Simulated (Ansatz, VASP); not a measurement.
Two plane-wave programs on HgH2

```
Hg H
1.0
     9.00000    0.00000    0.00000
     0.00000    9.00000    0.00000
     0.00000    0.00000   12.31000
Hg H
1 2
Direct
  0.50000 0.50000 0.50010
  0.50000 0.50000 0.63464
  0.50000 0.50000 0.36556
```

Alike in both runs: task single point; functional PBE; k mesh 1 × 1 × 1; occupations gaussian, width 0.01 eV; non-collinear spin, spin-orbit coupling.

|  | VASP | Ansatz |
| --- | --- | --- |
| version | VASP 6.6.1 | Ansatz 0.2.0 |
| potentials or method | VASP PAW PBE potentials, release 64 (Hg_sv_GW, H), cutoff 410 eV | plane waves, PAW |
| valence electrons in the cell | 22 | 22 |

|  | VASP | Ansatz | Ansatz less VASP |
| --- | --- | --- | --- |
| rms of the force components (eV/Å) | 0.033 | 0.066 | +0.0332 |
| net moment per atom (μB) | 0.00 | 0.00 | 0.000 |

Atom by atom the forces differ by 0.033 eV/Å (rms over components). Ansatz's warnings: xc potential rough in thin density.
